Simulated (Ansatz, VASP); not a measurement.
## PPt: VASP beside Ansatz

Contents of POSCAR:

```
PPt
1.0
    0.0000000000      2.6256913321      2.6256913321
    2.6256913321      0.0000000000      2.6256913321
    2.6256913321      2.6256913321      0.0000000000
Pt P
1 1
Direct
    0.0000000000      0.0000000000      0.0000000000
    0.2500000000      0.2500000000      0.2500000000
```

Contents of INCAR.step1:

```
SYSTEM = PPt
PREC = Accurate
ENCUT = 520
ISMEAR = 0
SIGMA = 0.05
LREAL = .False.
LASPH = .True.
NELM = 100
NBANDS = 14
GGA = PE
ALGO = Normal
EDIFF = 1E-4
LWAVE = .True.
LCHARG = .False.
```

The input INCAR.step2:

```
SYSTEM = PPt
PREC = Accurate
ENCUT = 520
EDIFF = 1E-7
ISMEAR = 0
SIGMA = 0.05
LREAL = .False.
LASPH = .True.
NELM = 100
ALGO = Normal
ISIF = 2
LWAVE = .False.
LCHARG = .False.
METAGGA = R2SCAN
LMIXTAU = .True.
NBANDS = 14
ISTART = 1
```

Contents of KPOINTS:

```
Automatic mesh
0
Gamma
  12 12 12
  0 0 0
```

Input for Ansatz:

```yaml
crystal:
  lattice:
    - [0.0, 2.6256913321, 2.6256913321]
    - [2.6256913321, 0.0, 2.6256913321]
    - [2.6256913321, 2.6256913321, 0.0]
  atoms:
    - { symbol: Pt, position: [0.0, 0.0, 0.0] }
    - { symbol: P, position: [0.25, 0.25, 0.25] }
basis:
  ecutwfc: 500
  ecutrho_ratio: 4
kpoints:
  mp_grid: { grid: [12, 12, 12] }
hamiltonian:
  xc: r2scan
scf:
  occupations: { method: gaussian, width: 0.05 }
output:
  forces: true
  stress: true
  eigenvalues: true
```

Alike in both runs: task single point; functional r2SCAN; k mesh 12 × 12 × 12; occupations gaussian, width 0.05 eV; no spin polarisation.

|  | VASP | Ansatz |
| --- | --- | --- |
| version | VASP 6.6.1 | Ansatz 0.2.0 |
| potentials or method | VASP PAW PBE potentials, release 64 (Pt, P), cutoff 520 eV | scalar-relativistic, plane waves, PAW |
| valence electrons in the cell | 15 | 23 |

|  | VASP | Ansatz | Ansatz less VASP |
| --- | --- | --- | --- |
| gap on the k mesh at the Fermi level (eV) | none | none | - |
| pressure (GPa) | 6.6 | 6.8 | +0.12 |

VASP's potentials were made for PBE, not for r2SCAN. A gap of «none» marks a metal or a gap that the smearing closes. VASP's potentials hold 15 valence electrons a cell and Ansatz's 23, so a difference there can come from the potentials and not from the codes.

Neither program's run includes spin-orbit coupling.
